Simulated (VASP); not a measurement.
# Li7CaNb8O24 (a cell with a defect) in VASP: further runs, part 2 of 2

VASP 6.6.1.

**3. Single point, PBE, collinear spin**

INCAR

```
PREC = Accurate
ENCUT = 520
EDIFF = 1E-7
ISMEAR = 0
SIGMA = 0.01
LREAL = Auto
LASPH = True
NELM = 150
ALGO = Normal
ISIF = 2
LWAVE = False
LCHARG = True
ISPIN = 2
MAGMOM = 0 0 0 0 0 0 0 0.03 0.04 0.07 0.09 0.07 0.06 0.09 0.06 0 0 0.01 0 -0.01 0 -0.01 0 0 0 -0.01 0.01 0 -0.01 0 0 -0.01 0 -0.01 0 0.01 0 0 0 0
LORBIT = 11
NUPDOWN = 1.0
LMAXMIX = 4
GGA = PE
LELF = True
LVHAR = True
NBANDS = 170
```

KPOINTS

```
Automatic mesh
0
Gamma
  1 1 1
  0.25 0.25 0.25
```

POSCAR

```
Li7CaNb8O24
1.0
    2.5949501400      1.4981951600      4.6722232500
   -5.1899002700      2.9963903200      9.3444465000
    0.0000000000     -5.9927806400      9.3444465000
Li Nb O Ca
7 8 24 1
Direct
    0.7216258873      0.3608094628      0.3653091545
    0.2116258667      0.1148278011      0.1115792935
    0.7383235307      0.3609406225      0.8529020403
    0.2201946824      0.1149154464      0.6054954138
    0.7094611749      0.8579300496      0.3708328156
    0.2072619814      0.6101846114      0.1169395159
    0.7174703856      0.8501480353      0.8634748466
    1.0271068562      0.4983518973      0.4961541116
    0.5082404488      0.2469460141      0.2513273641
    0.9885519700      0.4955047268      1.0157414595
    0.5143418920      0.2390070298      0.7617527095
    0.9797015900      1.0132462252      0.5015384986
    0.5009366098      0.7606662845      0.2447179099
    0.9984607016      1.0020222118      1.0030825236
    0.4790336334      0.7486698088      0.7603263132
    0.2946835471      0.3187819826      0.4410624138
    0.6246940597      0.4467295749      0.1417198207
    0.8897950451      0.1448658263      0.3124082425
    0.3910142148      0.0712919416      0.3893473538
    0.7815477201      0.1941216023      0.0676151843
    0.1379606906      0.3855537179      0.1962901547
    0.2686706248      0.3223502012      0.9413052336
    0.6854200601      0.4273244885      0.6423450057
    0.8975231076      0.1370895225      0.8172985280
    0.3980851169      0.0619241926      0.8882952091
    0.7895235633      0.1901547074      0.5702022862
    0.1669840897      0.3884698843      0.6902430634
    0.2876000666      0.8402367885      0.4229036987
    0.6363582541      0.9488267478      0.1287106786
    0.8871224147      0.6381910406      0.3251125200
    0.3956473951      0.5733213045      0.3902955486
    0.7877547058      0.6905432667      0.0723129746
    0.1378828159      0.8836600366      0.1929595732
    0.2602624439      0.8233673259      0.9398147760
    0.6426387106      0.9430251519      0.6306346129
    0.8449328351      0.6425879271      0.8394084432
    0.3829878863      0.5654226539      0.8825379548
    0.7777165653      0.6896351956      0.5761772924
    0.1344826113      0.8772222611      0.6915943567
    0.2363665966      0.6179529374      0.6203704747
```

Potentials or basis: VASP PAW PBE potentials, release 64 (Li_sv, Nb_sv, O, Ca_sv).

Command:

```console
> cat potpaw_PBE.64/Li_sv/POTCAR potpaw_PBE.64/Nb_sv/POTCAR potpaw_PBE.64/O/POTCAR potpaw_PBE.64/Ca_sv/POTCAR > POTCAR
> mpirun -np 1 vasp_std > vasp.out
```

Wall time 11 min (1 thread of Intel Xeon Platinum 8488C (Sapphire Rapids), shared host); peak memory 0.92 GiB.

Results (log left out):

```
Free energy                                           : -320.7005 eV
Largest force                                         : 0.056 eV/Å
Net moment                                            : 1.00 μB per cell
Site moments                                          : Li +0.00; Nb +0.05, +0.07, +0.11, +0.15, +0.12, +0.10, +0.16 (each value once); O -0.00, +0.01, +0.00, -0.01 (each value once); Ca +0.00 μB
Valence electrons inside the program's atomic spheres : Li 2.06; Nb 10.44, 10.42, 10.43 (each value once); O 5.07, 5.08, 5.06, 5.09 (each value once); Ca 8.26
```

Forces in eV/Å, atoms in the order of the input:
```
Li  -0.003  0.005 -0.007
Li   0.003  0.006 -0.003
Li   0.002 -0.003 -0.004
Li  -0.001 -0.002 -0.005
Li  -0.002  0.003 -0.008
Li   0.000  0.002 -0.001
Li   0.000 -0.005 -0.004
Nb   0.012 -0.005  0.019
Nb   0.010 -0.004  0.019
Nb  -0.004  0.008  0.011
Nb   0.007  0.014  0.027
Nb   0.022  0.023  0.017
Nb  -0.008 -0.014  0.027
Nb  -0.002 -0.006  0.004
Nb  -0.001 -0.003  0.031
O   -0.010  0.009 -0.002
O    0.013  0.006 -0.005
O   -0.011 -0.019 -0.003
O   -0.016  0.001 -0.003
O    0.008 -0.005 -0.017
O    0.000  0.015 -0.007
O   -0.010  0.011 -0.001
O    0.048  0.002  0.003
O   -0.003 -0.018 -0.007
O   -0.011 -0.009 -0.007
O    0.001 -0.020 -0.001
O    0.017 -0.005 -0.022
O   -0.025  0.046 -0.001
O    0.021  0.001 -0.007
O   -0.009 -0.005 -0.006
O   -0.012  0.023 -0.015
O    0.002 -0.013 -0.003
O    0.009  0.013 -0.005
O   -0.013  0.015 -0.003
O    0.003 -0.010 -0.008
O   -0.020 -0.052  0.004
O   -0.013 -0.005 -0.008
O   -0.011 -0.014 -0.020
O    0.010  0.008 -0.002
Ca  -0.003  0.005  0.023
```

Caveat: the k points lie up to 1.14 Å⁻¹ apart, too coarse for converged energies, forces and pressures; the total moment is fixed, so each spin has its own Fermi level and the state may be an excited one.

**4. Single point, PBE**

INCAR

```
SYSTEM = Li7CaNb8O24
PREC = Accurate ; ENCUT = 650
EDIFF = 1E-6 ; ISMEAR = 0
SIGMA = 0.01 ; LREAL = Auto
LASPH = .True. ; NELM = 120
ALGO = Normal ; ISIF = 2
LWAVE = .False. ; LCHARG = .False.
GGA = PE ; NBANDS = 166
NELECT = 280.0 ; GGA_COMPAT = .False.
ISYM = -1
```

KPOINTS

```
explicit points
1
Reciprocal
  0.25000000   0.25000000   0.25000000 1
```

POSCAR

```
Li7CaNb8O24
1.0
    2.5949501352      1.4981951591      4.6722232478
   -5.1899002704      2.9963903182      9.3444464955
    0.0000000000     -5.9927806363      9.3444464955
Li Nb O Ca
7 8 24 1
Direct
    0.7233771817      0.3568884268      0.3659734686
    0.2071487840      0.1177588390      0.1132233333
    0.7395503956      0.3579734847      0.8528630107
    0.2117367059      0.1188337271      0.6064822045
    0.7143812673      0.8569782996      0.3681235684
    0.2027423549      0.6116902208      0.1173744883
    0.7197507469      0.8485169573      0.8640003777
    1.0236489359      0.5015797503      0.4973858196
    0.5086175822      0.2451889330      0.2543718779
    0.9834362057      0.4984404341      1.0171995883
    0.5130903282      0.2383292884      0.7648066471
    0.9761665663      1.0118683149      0.5056454218
    0.5048998285      0.7594639632      0.2465239622
    0.9961917731      1.0025270187      1.0055836430
    0.4803473033      0.7479129041      0.7612463169
    0.2885003629      0.3221551053      0.4360610462
    0.6206163027      0.4495661090      0.1362061499
    0.8866419613      0.1476073034      0.3117716218
    0.3921260265      0.0686703089      0.3873436225
    0.7861434940      0.1928681874      0.0668114407
    0.1403413084      0.3811395017      0.1931999828
    0.2664631835      0.3233166728      0.9373853399
    0.6845269347      0.4284643004      0.6390189285
    0.8950576364      0.1405684987      0.8156396910
    0.4010318436      0.0596904891      0.8856806693
    0.7903032407      0.1902135325      0.5697280845
    0.1666439058      0.3883803356      0.6874346420
    0.2749119582      0.8413952560      0.4205652448
    0.6314206727      0.9508479062      0.1289205803
    0.8857173569      0.6412567224      0.3214069490
    0.4003223593      0.5710670731      0.3885036550
    0.7927349038      0.6894541389      0.0697261996
    0.1433835007      0.8791938636      0.1886630551
    0.2465700592      0.8269523601      0.9354023601
    0.6328951788      0.9458930885      0.6281012684
    0.8365915094      0.6466322085      0.8359253934
    0.3829239000      0.5648879122      0.8770269575
    0.7797681562      0.6905289647      0.5711753765
    0.1303913716      0.8741112989      0.6888242373
    0.2347425524      0.6179641219      0.6217654150
```

Command:

```console
> cat potpaw_PBE.64/Li_sv/POTCAR potpaw_PBE.64/Nb_sv/POTCAR potpaw_PBE.64/O/POTCAR potpaw_PBE.64/Ca_sv/POTCAR > POTCAR
> mpirun -np 1 vasp_std > vasp.out
```

It took 6.8 min on 1 thread of Intel Xeon 6975P-C (Granite Rapids), shared host; peak memory 0.89 GiB.

Results (log left out):

* Free energy: -313.8085 eV
* Largest force: 0.071 eV/Å

Forces in eV/Å, atoms in the order of the input:
```
Li   0.001  0.001 -0.006
Li  -0.001  0.001 -0.004
Li   0.004 -0.006 -0.001
Li  -0.003  0.003 -0.005
Li  -0.006  0.001  0.000
Li   0.000  0.003 -0.003
Li   0.004  0.005  0.001
Nb   0.022 -0.007  0.006
Nb   0.011 -0.016  0.014
Nb  -0.002  0.013  0.003
Nb   0.000  0.017  0.017
Nb   0.009  0.026  0.010
Nb  -0.008 -0.011  0.026
Nb  -0.003  0.003  0.012
Nb  -0.002  0.007  0.005
O   -0.017  0.010  0.002
O    0.016  0.001 -0.002
O   -0.003 -0.032  0.005
O   -0.022  0.014  0.002
O   -0.009 -0.015  0.000
O    0.012  0.007 -0.002
O   -0.003  0.007 -0.005
O    0.064  0.011  0.013
O   -0.009 -0.014 -0.007
O   -0.012  0.004 -0.002
O    0.006 -0.021 -0.004
O    0.016  0.000 -0.025
O   -0.034  0.040  0.002
O    0.013 -0.007 -0.014
O    0.003 -0.015  0.002
O   -0.017  0.013 -0.017
O    0.003 -0.011 -0.007
O    0.012  0.009 -0.004
O    0.002  0.008 -0.004
O    0.012  0.000  0.003
O   -0.037 -0.060  0.009
O   -0.018  0.003  0.002
O    0.002 -0.016 -0.020
O    0.005  0.009 -0.006
Ca  -0.010  0.015  0.007
```

Levels at points of the mesh, in eV from the Fermi level:
```csv
k point,band 138,band 139,band 140,band 141,band 142,band 143
"(0.25, 0.25, 0.25)",-3.52,-3.47,-0.13,0.17,0.27,0.29
```

Caveat: the cell carries a net charge on a neutralising background, which shifts energy and pressure; the cell is charged against a uniform background, so pressure and absolute levels hang on convention.
